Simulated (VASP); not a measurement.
# W (Fm-3m) in VASP: single point with PBEsol

Aim: the single point of W with PBEsol.

All numbers are computed with VASP 6.6.1; they aren't measurements. Logs are shortened: lines on timing, memory, paths and dates and some standing lists are left out, and cuts for length are marked.

### Step 1. The cell of the first run

Symmetry: Fm-3m, No. 225, cubic system. Conventional cell: a = 3.998 Å, b = 3.998 Å, c = 3.998 Å, α = 90.00°, β = 90.00°, γ = 90.00°. Within 3.7 Å of W (site symmetry m-3m) lie 12 W at 2.83 Å.

### Step 2. Single point, PBEsol

Contents of INCAR:

```
PREC     = Accurate       # precision mode
ENCUT    = 500            # plane-wave cutoff, eV
EDIFF    = 1E-6           # SCF threshold, eV
ISMEAR   = 0              # smearing method
SIGMA    = 0.1            # smearing width, eV
LREAL    = False          # projectors in reciprocal space
LASPH    = True           # aspherical terms in the spheres
NELM     = 120            # most SCF steps
ALGO     = Normal         # electronic algorithm
ISIF     = 2              # what is computed and relaxed
LWAVE    = False          # write WAVECAR
LCHARG   = False          # write CHGCAR
GGA      = PS             # functional
NBANDS   = 13             # bands
GGA_COMPAT= False
```

Contents of KPOINTS:

```
regular mesh
0
Gamma
  6 6 6
```

Contents of POSCAR:

```
W
1.0
    0.0000000000      1.9991194434      1.9991194434
    1.9991194434      0.0000000000      1.9991194434
    1.9991194434      1.9991194434      0.0000000000
W
1
Direct
    0.0000000000      0.0000000000      0.0000000000
```

Potentials or basis: VASP PAW PBE potentials, release 64 (W_sv).

Started as:

```console
> cat potpaw_PBE.64/W_sv/POTCAR > POTCAR
> mpirun -np 1 vasp_std > vasp.out
```

OUTCAR:

```text
PREC = Accurate
   ENCUT = 500
   EDIFF = 1E-6
   ISMEAR = 0
   LREAL = False
   LASPH = True
   NELM = 120
   ISIF = 2
   GGA = PS

 ion  position               nearest neighbor table
   1  0.000  0.000  0.000-

  LATTYP: Found a face centered cubic cell.
 ALAT       =     3.9982388868

  Lattice vectors:

 A1 = (   0.0000000000,   1.9991194434,   1.9991194434)
 A2 = (   1.9991194434,   0.0000000000,   1.9991194434)
 A3 = (   1.9991194434,   1.9991194434,   0.0000000000)

Analysis of symmetry for initial positions (statically):
=====================================================================
 Subroutine PRICEL returns:
 Original cell was already a primitive cell.

 Routine SETGRP: Setting up the symmetry group for a
 face centered cubic supercell.

 Subroutine GETGRP returns: Found 48 space group operations
 (whereof 48 operations were pure point group operations)
 out of a pool of 48 trial point group operations.

The static configuration has the point symmetry O_h .

Analysis of symmetry for dynamics (positions and initial velocities):
=====================================================================
 Subroutine PRICEL returns:
 Original cell was already a primitive cell.

 Routine SETGRP: Setting up the symmetry group for a
 face centered cubic supercell.

 Subroutine GETGRP returns: Found 48 space group operations
 (whereof 48 operations were pure point group operations)
 out of a pool of 48 trial point group operations.

The dynamic configuration has the point symmetry O_h .

 Subroutine INISYM returns: Found 48 space group operations
 (whereof 48 operations are pure point group operations),
 and found     1 'primitive' translations

----------------------------------------------------------------------------------------

                                     Primitive cell

  volume of cell :      15.9789

  direct lattice vectors                    reciprocal lattice vectors
     0.000000000  1.999119443  1.999119443    -0.250110118  0.250110118  0.250110118
     1.999119443  0.000000000  1.999119443     0.250110118 -0.250110118  0.250110118
     1.999119443  1.999119443  0.000000000     0.250110118  0.250110118 -0.250110118

  length of vectors
     2.827181830  2.827181830  2.827181830     0.433203432  0.433203432  0.433203432

  position of ions in fractional coordinates (direct lattice)
     0.000000000  0.000000000  0.000000000

  ion indices of the primitive-cell ions
   primitive index   ion index
                 1           1

----------------------------------------------------------------------------------------

 KPOINTS: regular mesh

Automatic generation of k-mesh.
 Grid dimensions read from file:
 generate k-points for:    6    6    6

 Generating k-lattice:

  Cartesian coordinates                     Fractional coordinates (reciprocal lattice)
    -0.041685020  0.041685020  0.041685020     0.166666667  0.000000000  0.000000000
     0.041685020 -0.041685020  0.041685020     0.000000000  0.166666667  0.000000000
     0.041685020  0.041685020 -0.041685020     0.000000000  0.000000000  0.166666667

  Length of vectors
     0.072200572  0.072200572  0.072200572

  Shift w.r.t. Gamma in fractional coordinates (k-lattice)
     0.000000000  0.000000000  0.000000000

 Subroutine IBZKPT returns following result:
 ===========================================

 Found     16 irreducible k-points:

 Following reciprocal coordinates:
            Coordinates               Weight
  0.000000  0.000000  0.000000      1.000000
  0.166667  0.000000  0.000000      8.000000
  0.333333  0.000000  0.000000      8.000000
  0.500000  0.000000  0.000000      4.000000
  0.166667  0.166667  0.000000      6.000000
  0.333333  0.166667  0.000000     24.000000
[... 8 lines left out ...]
 -0.333333  0.333333  0.166667     24.000000
 -0.333333  0.500000  0.166667     12.000000
   k-points           NKPTS =     16   k-points in BZ     NKDIM =     16   number of bands    NBANDS=     13
   number of dos      NEDOS =    301   number of ions     NIONS =      1
   total plane-waves  NPLWV =  13824
   dimension x,y,z NGX =    24 NGY =   24 NGZ =   24
   dimension x,y,z NGXF=    48 NGYF=   48 NGZF=   48
   ions per type =               1
   NGX,Y,Z   is equivalent  to a cutoff of  14.11, 14.11, 14.11 a.u.
   NGXF,Y,Z  is equivalent  to a cutoff of  28.23, 28.23, 28.23 a.u.
 SYSTEM =  unknown system
   PREC   = accura    normal or accurate (medium, high low for compatibility)
   ISTART =      0    job   : 0-new  1-cont  2-samecut
   ICHARG =      2    charge: 1-file 2-atom 10-const
   ISPIN  =      1    spin polarized calculation?
   LNONCOLLINEAR =      F non collinear calculations
   LSORBIT =      F    spin-orbit coupling
   LASPH  =      T    aspherical Exc in radial PAW
   ENCUT  =  500.0 eV  36.75 Ry    6.06 a.u.   5.15  5.15  5.15*2*pi/ulx,y,z
   NELM   =    120;   NELMIN=  2; NELMDL= -5     # of ELM steps
   EDIFF  = 0.1E-05   stopping-criterion for ELM
   LREAL  =      F    real-space projection
   EDIFFG = 0.1E-04   stopping-criterion for IOM
   NSW    =      0    number of steps for IOM
   IBRION =     -1    ionic relax: 0-MD 1-quasi-New 2-CG
   NFREE  =      0    steps in history (QN), initial steepest desc. (CG)
   ISIF   =      2    stress and relaxation
   ISYM   =      2    0-nonsym 1-usesym 2-fastsym
   POTIM  = 0.5000    time-step for ionic-motion
   TEBEG  =    0.0;   TEEND  =   0.0 temperature during run
   PSTRESS=    0.0 pullay stress
   NELECT =      14.0000    total number of electrons
   NUPDOWN=      -1.0000    fix difference up-down
   EMIN   =  10.00;   EMAX   =-10.00  energy-range for DOS
   EFERMI =   0.00;   METHOD = LEGACY
   ISMEAR =     0;   SIGMA  =   0.10  broadening in eV -4-tet -1-fermi 0-gaus
   EFERMI_NEDOS =   21; number of points for ismear=-14 and -15
   IALGO  =     38    algorithm
   IMIX   =      4    mixing-type and parameters
     AMIX     =   0.40;   BMIX     =  1.00
     AMIX_MAG =   1.60;   BMIX_MAG =  1.00
  volume/ion in A,a.u.               =      15.98       107.83
  Fermi-wavevector in a.u.,A,eV,Ry     =   1.566518  2.960290 33.388413  2.453979
  Thomas-Fermi vector in A             =   2.668834
   LORBIT       =      0    0 simple, 1 ext, 2 COOP (PROOUT), +10 PAW based schemes
   GGA     = PS    functional components
   LHFCALC =     F    Hartree Fock is set to
   AEXX    =    0.0000 exact exchange contribution
   IVDW    =     0    specifies the selected vdW correction
   LEPSILON=     F    determine dielectric tensor
   LRPA    =     F    only Hartree local field effects (RPA)
 non-spin polarized calculation
 Gauss-broadening in eV      SIGMA  =   0.10
  energy-cutoff  :      500.00
  volume of cell :       15.98
 maximum number of plane-waves:       419
 NGX is ok and might be reduce to    24
   NGX = 11   NGY = 11   NGZ = 11

 number of electron      14.0000000 magnetization

 Free energy of the ion-electron system (eV)
  ---------------------------------------------------
  ext. energy  EPLUGINS =         0.00000000
  ---------------------------------------------------
  free energy    TOTEN  =       -13.25593343 eV

  energy without entropy =      -13.24209096  energy(sigma->0) =      -13.24901219

 E-fermi :  10.8697     XC(G=0): -13.7013

 val. band max:       10.8596839983   @ k =  -0.3333   0.1667   0.0000
 cond. band min:      10.9152368907   @ k =   0.5000   0.1667   0.0000
 fundamental gap:      0.0555528925
 Fermi energy:        10.8697187776

 k-point     1 :       0.0000    0.0000    0.0000
  band No.  band energies     occupation
      1     -62.8527      2.00000
      2     -26.4478      2.00000
      3     -26.4478      2.00000
      4     -26.4478      2.00000
      5       1.5393      2.00000
      6      10.1042      2.00000
      7      10.1042      2.00000
      8      10.1042      2.00000
      9      13.3505      0.00000
     10      13.3505      0.00000
     11      23.5352      0.00000
     12      28.8607      0.00000
     13      28.8607      0.00000

 k-point     2 :       0.1667    0.0000    0.0000
  band No.  band energies     occupation
      1     -62.8227      2.00000
      2     -26.7818      2.00000
      3     -26.4905      2.00000
      4     -26.4905      2.00000
      5       2.7092      2.00000
      6       9.3662      2.00000
      7      10.5338      2.00000
      8      10.5338      2.00000
      9      13.0610      0.00000
     10      13.0610      0.00000
     11      25.1236      0.00000
     12      26.4829      0.00000
     13      31.0989      0.00000

 k-point     3 :       0.3333    0.0000    0.0000
  band No.  band energies     occupation
      1     -62.7623      2.00000
      2     -27.4119      2.00000
      3     -26.5748      2.00000
      4     -26.5748      2.00000
      5       4.6289      2.00000
      6       9.5672      2.00000
      7      10.2585      2.00000
      8      10.2585      2.00000
      9      14.4171      0.00000
     10      14.4171      0.00000
     11      22.6131      0.00000
     12      26.6565      0.00000
     13      32.9962      0.00000

 k-point     4 :       0.5000    0.0000    0.0000
  band No.  band energies     occupation
      1     -62.7320      2.00000
      2     -27.7105      2.00000
      3     -26.6163      2.00000
      4     -26.6163      2.00000
      5       4.9319      2.00000
      6       9.8622      2.00000
      7       9.8622      2.00000
      8      11.4214      0.00000
      9      15.9461      0.00000
     10      15.9461      0.00000
     11      21.3849      0.00000
     12      23.1710      0.00000
     13      29.6318      0.00000

 k-point     5 :       0.1667    0.1667    0.0000
  band No.  band energies     occupation
      1     -62.8128      2.00000
      2     -26.7711      2.00000
      3     -26.5643      2.00000
      4     -26.5643      2.00000
      5       3.1074      2.00000
      6       8.7266      2.00000
      7      11.1103      0.00067
      8      11.1103      0.00067
      9      11.6136      0.00000
     10      13.8964      0.00000
     11      26.6135      0.00000
     12      27.7464      0.00000
     13      29.7856      0.00000
[... 129 lines left out ...]
 k-point    14 :       0.5000    0.3333    0.1667
  band No.  band energies     occupation
      1     -62.7223      2.00000
      2     -27.3949      2.00000
      3     -26.9642      2.00000
      4     -26.7291      2.00000
      5       6.6215      2.00000
      6       7.7034      2.00000
      7       8.7923      2.00000
      8      12.7995      0.00000
      9      13.9961      0.00000
     10      17.5838      0.00000
     11      23.5153      0.00000
     12      26.4891      0.00000
     13      27.9625      0.00000

 k-point    15 :      -0.3333    0.3333    0.1667
  band No.  band energies     occupation
      1     -62.7021      2.00000
      2     -27.4311      2.00000
      3     -27.1170      2.00000
      4     -26.8007      2.00000
      5       7.3838      2.00000
      6       7.4878      2.00000
      7       9.1814      2.00000
      8      12.1106      0.00000
      9      15.4266      0.00000
     10      19.9720      0.00000
     11      20.1591      0.00000
     12      26.1538      0.00000
     13      27.1946      0.00000

 k-point    16 :      -0.3333    0.5000    0.1667
  band No.  band energies     occupation
      1     -62.6921      2.00000
      2     -27.4557      2.00000
      3     -27.0928      2.00000
      4     -26.9185      2.00000
      5       6.2151      2.00000
      6       7.2112      2.00000
      7      10.4592      2.00000
      8      13.0575      0.00000
      9      16.7264      0.00000
     10      20.1891      0.00000
     11      21.3196      0.00000
     12      22.4966      0.00000
     13      26.3225      0.00000

------------------------ aborting loop because EDIFF is reached ----------------------------------------

  FORCE on cell =-STRESS in cart. coord.  units (eV):
  Direction    XX          YY          ZZ          XY          YZ          ZX
  --------------------------------------------------------------------------------------
  -------------------------------------------------------------------------------------
  Total       -0.0034028     -0.0034028     -0.0034028      0.0000000      0.0000000     -0.0000000
  in kB       -0.3411886     -0.3411886     -0.3411886      0.0000000      0.0000000     -0.0000000
  external PRESSURE =      -0.3411886 kB  Pullay stress =       0.0000000 kB

 VOLUME and BASIS-vectors are now :
 -----------------------------------------------------------------------------
  energy-cutoff  :      500.00
  volume of cell :       15.98
      direct lattice vectors                 reciprocal lattice vectors
     0.000000000  1.999119443  1.999119443    -0.250110118  0.250110118  0.250110118
     1.999119443  0.000000000  1.999119443     0.250110118 -0.250110118  0.250110118
     1.999119443  1.999119443  0.000000000     0.250110118  0.250110118 -0.250110118

 POSITION                                       TOTAL-FORCE (eV/Angst)
 -----------------------------------------------------------------------------------
      0.00000      0.00000      0.00000         0.000000      0.000000      0.000000
 -----------------------------------------------------------------------------------
    total drift:                                0.000000      0.000000      0.000000

  FREE ENERGIE OF THE ION-ELECTRON SYSTEM (eV)
  ---------------------------------------------------
  free  energy   TOTEN  =       -13.2559334290 eV

  energy  without entropy=      -13.2420909590  energy(sigma->0) =      -13.24901219
```

Wall time 6.4 s (1 thread of AMD EPYC 7R13 (Zen 3), shared host); peak memory 0.1 GiB.

What came out:

- Free energy: -13.2559 eV
- Pressure: 0.0 GPa
- Band gap on the k mesh: zero (band 7 reaches 13.90 eV, above the bottom of band 8 at 10.10 eV)

Caveat: the k points lie up to 0.45 Å⁻¹ apart; the PAW data sets were made with another functional, which shifts forces and pressure a little; spin-orbit coupling is left out, which moves the levels of the heavy elements.
